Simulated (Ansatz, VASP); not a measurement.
## Two plane-wave programs on PbS

```xyz
2
Lattice="0.0000 2.9227 2.9227 2.9227 0.0000 2.9227 2.9227 2.9227 0.0000" Properties=species:S:1:pos:R:3 pbc="T T T"
Pb    0.0000    0.0000    0.0000
S     2.9227    2.9227    2.9227
```

Alike in both runs: functional LDA; k mesh 12 × 12 × 12; occupations fermi-dirac, width 0.08 eV; no spin polarisation.

Ansatz relaxed the structure, and its values are those at the end. VASP's run is a single point on that final structure, the one shown.

```csv
,VASP,Ansatz
version,VASP 6.6.1,Ansatz 0.2.0
potentials or method,"VASP PAW LDA potentials, release 64 (Pb_d, S)","PAW with Ansatz's default frozen-core files, scalar-relativistic"
plane-wave cutoff (eV),500,420
valence electrons in the cell,20,20
```

```tsv
	VASP	Ansatz	Ansatz less VASP
pressure (GPa)	0.1	0.0	-0.06
```

LDA's correlation is that of Perdew and Zunger in VASP and of Perdew and Wang (1992) in Ansatz.

Spin-orbit coupling is off throughout.
